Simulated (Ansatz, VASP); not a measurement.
## One calculation of H4C, two programs

```
C H
1.0
     7.68347    0.00000    0.00000
     0.00000    7.68347    0.00000
     0.00000    0.00000    7.68347
C H
8 32
Direct
  0.11332 0.75925 0.35219
  0.10486 0.40959 0.91914
  0.44003 0.09551 0.85437
  0.60526 0.91987 0.26931
  0.89750 0.85490 0.78821
  0.79735 0.39588 0.27377
  0.47526 0.65349 0.66233
  0.30867 0.29239 0.38889
  0.17868 0.87604 0.39808
  0.06723 0.68442 0.46293
  0.20353 0.68074 0.27680
  0.00341 0.79620 0.27098
  0.05622 0.50830 0.00810
  0.06441 0.44090 0.78701
  0.05320 0.28309 0.95597
  0.24601 0.40582 0.92568
  0.38512 0.13312 0.97892
  0.34965 0.00949 0.78767
  0.56254 0.02831 0.87565
  0.46244 0.21068 0.77528
  0.55464 0.96950 0.39175
  0.67532 0.02298 0.20272
  0.49809 0.87658 0.18808
  0.69190 0.81098 0.29500
  0.90407 0.95293 0.89020
  0.83420 0.73874 0.83839
  0.02832 0.82239 0.74556
  0.82339 0.90546 0.67858
  0.73772 0.40257 0.14553
  0.84698 0.26527 0.29629
  0.70075 0.42741 0.37218
  0.90408 0.48792 0.28086
  0.52513 0.73755 0.76431
  0.37759 0.56617 0.71578
  0.58162 0.57807 0.60722
  0.41664 0.73271 0.56078
  0.33798 0.42073 0.43994
  0.28007 0.20486 0.49633
  0.42022 0.24386 0.31706
  0.19667 0.30044 0.30285
```

Alike in both runs: functional r2SCAN; dispersion D3(BJ); k mesh 1 × 1 × 1; occupations fermi-dirac, width 0.05 eV; no spin polarisation.

Ansatz relaxed the structure, and its values are those at the end. VASP's run is a single point on that final structure, the one shown.

```csv
,VASP,Ansatz
version,VASP 6.6.1,Ansatz 0.2.0
potentials or method,"VASP PAW PBE potentials, release 64 (C, H), cutoff 520 eV","scalar-relativistic, plane waves, PAW"
valence electrons in the cell,64,64
```

Ansatz gave:

```
rms of the force components (eV/Å) : 0.018
```

Problem. Estimate VASP's values.

Solution. rms of the force components (eV/Å): 0.036.

VASP's potentials were made for PBE, not for r2SCAN. Ansatz's warnings: dispersion damping borrowed.
